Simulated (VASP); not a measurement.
# Ga2GeSe3: single point with PBE

Ga2GeSe3:

```
Ga Ge Se
1.0
     3.89804    0.00000    0.00000
     0.00000    3.89804    0.00000
     0.00000    0.00000    8.46967
Ga Ge Se
2 1 3
Direct
  0.50000 0.00000 0.26261
  0.00000 0.50000 0.73739
  0.00000 0.00000 0.00000
  0.50000 0.00000 0.62505
  0.00000 0.50000 0.37495
  0.50000 0.50000 0.00000
```

The cell was built from a structure type or drawn by symmetry, and may not be a known phase.

```json
{
 "Program": "VASP 6.6.1",
 "Task": "single point",
 "Functional": "PBE",
 "Potentials or basis": "VASP PAW PBE potentials, release 64 (Ga_d, Ge_d, Se)",
 "Cutoff": "520 eV",
 "k mesh": "4 × 4 × 2",
 "Occupations": "gaussian, width 0.1 eV",
 "Spin": "no spin polarisation",
 "Dipole correction": "no",
 "Further INCAR settings": "ALGO = Normal; EDIFF = 1e-06; NBANDS = 38"
}
```

| Quantity | Value |
| --- | --- |
| Pressure | -0.7 GPa |
| Largest force | 1.344 eV/Å |
| Band gap on the k mesh | zero (bands 29 and 30 overlap by 1.69 eV) |

Forces on the atoms (eV/Å):
```
Ga   0.000  0.000  1.344
Ga   0.000  0.000 -1.344
Ge   0.000  0.000  0.000
Se   0.000  0.000  0.558
Se   0.000  0.000 -0.558
Se   0.000  0.000  0.000
```

Stress tensor (GPa, compression positive):
```
-2.61  0.00  0.00
 0.00 -2.61  0.00
 0.00  0.00  3.20
```

Levels at points of the mesh, in eV from the Fermi level:
| k point | band 25 | band 26 | band 27 | band 28 | band 29 | band 30 | band 31 | band 32 | band 33 | band 34 |
| --- | --- | --- | --- | --- | --- | --- | --- | --- | --- | --- |
| (0.00, 0.00, 0.00) | -1.85 | -1.70 | -1.70 | -0.69 | -0.69 | 0.67 | 1.40 | 4.01 | 4.33 | 4.33 |
| (0.50, 0.00, 0.00) | -1.71 | -1.37 | -0.60 | -0.43 | -0.10 | 0.24 | 0.54 | 2.00 | 2.01 | 3.84 |
| (0.50, 0.50, 0.00) | -3.73 | -3.73 | -3.34 | -0.81 | -0.40 | -0.40 | 0.83 | 2.91 | 2.91 | 3.98 |
| (0.00, 0.00, 0.50) | -1.94 | -1.94 | -0.40 | -0.40 | -0.36 | 1.19 | 1.76 | 3.06 | 3.29 | 4.28 |
| (0.50, 0.00, 0.50) | -0.67 | -0.55 | -0.47 | -0.47 | 0.14 | 0.42 | 0.65 | 1.62 | 1.77 | 4.03 |
| (0.50, 0.50, 0.50) | -3.18 | -2.53 | -2.35 | -1.98 | -1.46 | -1.46 | -0.22 | 4.35 | 4.35 | 5.54 |

It took 120 s on 1 thread of Intel Xeon 8259CL, on a shared host, peak memory 0.25 GiB.

Caveat: the k points lie up to 0.40 Å⁻¹ apart, too coarse for converged energies and pressures of a metal; forces of over 1 eV/Å act on the atoms, so gaps and moduli don't describe the material at rest.
